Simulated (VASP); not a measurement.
Wanted: the native input for a VASP 6.6.1 run.

```
Task                   : relaxation of cell and atoms
Functional             : PBE
Potentials or basis    : VASP PAW PBE potentials, release 64 (Si, N)
Cutoff                 : 600 eV
k mesh                 : 4 × 6 × 6
Occupations            : gaussian, width 0.1 eV
Spin                   : no spin polarisation
Dipole correction      : no
Further INCAR settings : ALGO = Normal; EDIFF = 1e-06; IBRION = 2; EDIFFG = -0.04; NSW = 90; ISIF = 3
```

The structure of Si3N lies in POSCAR:

```
Si3N
1.0
    4.7266386829      0.0000000000      0.0000000000
   -1.6518954718      3.6113879675      0.0000000000
   -0.8964669109      0.4318981759      3.6332823637
Si N
3 1
Direct
    0.3183972453      0.3495879094      0.1721099609
    0.9438681102      0.6783985619      0.5484350041
    0.6762903683      0.8428446841      0.8203685710
    0.5060505929      0.6239468960      0.0673481351
```

One way to write it, as run:

INCAR

```
SYSTEM = Si3N
PREC     = Accurate       ! precision mode
ENCUT    = 600            ! plane-wave cutoff, eV
EDIFF    = 1E-6           ! SCF threshold, eV
ISMEAR   = 0              ! smearing method
SIGMA    = 0.1            ! smearing width, eV
LREAL    = .False.        ! projectors in reciprocal space
LASPH    = .True.         ! aspherical terms in the spheres
NELM     = 100            ! most SCF steps
ALGO     = Normal         ! electronic algorithm
ISIF     = 3              ! what is computed and relaxed
LWAVE    = .False.        ! write WAVECAR
LCHARG   = .False.        ! write CHGCAR
GGA      = PE             ! functional
IBRION   = 2              ! ionic algorithm
NSW      = 90             ! ionic steps
EDIFFG   = -0.04          ! ionic threshold
```

KPOINTS

```
regular mesh
0
Gamma
  4 6 6
  0 0 0
```

Potentials or basis: VASP PAW PBE potentials, release 64 (Si, N).

Command:

```console
$ cat potpaw_PBE.64/Si/POTCAR potpaw_PBE.64/N/POTCAR > POTCAR
$ mpirun -np 1 vasp_std > vasp.out
```

Results of the run:

- Relaxed volume: 14.41 Å³/atom
- Relaxed cell: a = 3.841 Å, b = 5.591 Å, c = 2.766 Å, α = 90.87°, β = 76.63°, γ = 94.08°
- Space group after relaxing (to 0.05 Å): P1 (No. 1)
- Energy gained by relaxing: 4821.7 meV/atom
- Ionic steps: 82
- Pressure after relaxing: -0.1 GPa
- Largest force after relaxing: 0.037 eV/Å

Caveat: the k points lie up to 0.42 Å⁻¹ apart in the final cell.

Run time: 49 min on 1 thread of AMD EPYC 7R13 Processor (Zen 3), on a shared host, peak memory 0.21 GiB.
